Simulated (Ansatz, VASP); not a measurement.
Two plane-wave programs on AlB2P3

```
B Al P
1.0
     3.40833    0.00000    0.00000
    -1.70416    2.95170    0.00000
     0.00000    0.00000    8.61511
B Al P
2 1 3
Direct
  0.00000 0.00000 0.98580
  0.66667 0.33333 0.68571
  0.33333 0.66667 0.33703
  0.66667 0.33333 0.91393
  0.33333 0.66667 0.61267
  0.00000 0.00000 0.21487
```

Alike in both runs: task single point; functional PBE; k mesh 12 × 12 × 4; occupations fermi-dirac, width 0.02 eV; no spin polarisation.

```csv
,VASP,Ansatz
version,VASP 6.6.1,Ansatz 0.2.0
potentials or method,"VASP PAW PBE potentials, release 64 (B, Al, P)","plane waves, PAW"
plane-wave cutoff (eV),520,420
valence electrons in the cell,24,24
```

```csv
,VASP,Ansatz,Ansatz less VASP
pressure (GPa),1.0,1.2,+0.15
"traceless stress, the component that is largest in VASP (GPa)",0.24,0.29,+0.052
rms of the force components (eV/Å),0.064,0.066,+0.0024
```

Atom by atom the forces differ by 0.004 eV/Å (rms over components). The functional is the same, so the differences come from potentials, cutoffs and numerics.
